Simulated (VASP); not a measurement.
A run of VASP 6.6.1 is set up as follows.

Contents of POSCAR:

```
MgB2
1.0
    3.0499136917      0.0000000000      0.0000000000
   -1.5249568459      2.6413027364      0.0000000000
    0.0000000000      0.0000000000      3.4825155870
Mg B
1 2
Direct
    0.0000000000      0.0000000000      0.0000000000
    0.3333333333      0.6666666667      0.5000000000
    0.6666666667      0.3333333333      0.5000000000
```

The input INCAR.step1:

```
SYSTEM = MgB2
  PREC = Accurate
  ENCUT = 600
  ISMEAR = 0
  SIGMA = 0.05
  LREAL = .FALSE.
  LASPH = .TRUE.
  NELM = 80
  GGA = PE
  ALGO = Normal
  EDIFF = 1E-4
  LWAVE = .TRUE.
  LCHARG = .FALSE.
```

The input INCAR.step2:

```
SYSTEM = MgB2
  PREC = Accurate
  ENCUT = 600
  EDIFF = 1E-6
  ISMEAR = 0
  SIGMA = 0.05
  LREAL = .FALSE.
  LASPH = .TRUE.
  NELM = 80
  ALGO = Normal
  ISIF = 4
  LWAVE = .FALSE.
  LCHARG = .FALSE.
  METAGGA = R2SCAN
  LMIXTAU = .TRUE.
  IBRION = 2
  NSW = 60
  EDIFFG = -0.01
  ISTART = 1
```

The input KPOINTS:

```
regular mesh
0
G
  14 14 12
  0 0 0
```

Potentials or basis: VASP PAW PBE potentials, release 64 (Mg, B).

The run is started by

```console
$ cat potpaw_PBE.64/Mg/POTCAR potpaw_PBE.64/B/POTCAR > POTCAR
$ cp INCAR.step1 INCAR
$ mpirun -np 1 vasp_std > vasp.out
$ cp INCAR.step2 INCAR
$ mpirun -np 1 vasp_std > vasp.out
```

(1) Predict the band gap on the k mesh.

Results:

(1) zero (band 4 reaches 7.02 eV, above the bottom of band 5 at 3.77 eV).
